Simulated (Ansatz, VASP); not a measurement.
**SrAgB: VASP beside Ansatz**

```
Sr Ag B
1.0
     3.43471    0.00000    0.00000
     0.00000    3.97467    0.00000
     0.00000    0.00000    4.90954
Sr Ag B
1 1 1
Direct
  0.50000 0.00000 0.50000
  0.00000 0.50000 0.50000
  0.00000 0.50000 0.00000
```

Alike in both runs: task single point; functional PBE; k mesh 6 × 4 × 4; occupations gaussian, width 0.1 eV; no spin polarisation.

|  | VASP | Ansatz |
| --- | --- | --- |
| version | VASP 6.6.1 | Ansatz 0.2.0 |
| potentials or method | VASP PAW PBE potentials, release 64 (Sr_sv, Ag, B), cutoff 520 eV | scalar-relativistic, plane waves, PAW |
| valence electrons in the cell | 24 | 32 |

|  | VASP | Ansatz | Ansatz less VASP |
| --- | --- | --- | --- |
| gap on the k mesh at the Fermi level (eV) | none | none | - |
| pressure (GPa) | 11.1 | 10.7 | -0.39 |
| traceless stress, the component that is largest in VASP (GPa) | -33.72 | -33.37 | +0.354 |

A gap of «none» marks a metal or a gap that the smearing closes. VASP's potentials hold 24 valence electrons a cell and Ansatz's 32, so a difference there can come from the potentials and not from the codes.

The k mesh is coarse, so the values compare programs but aren't converged.
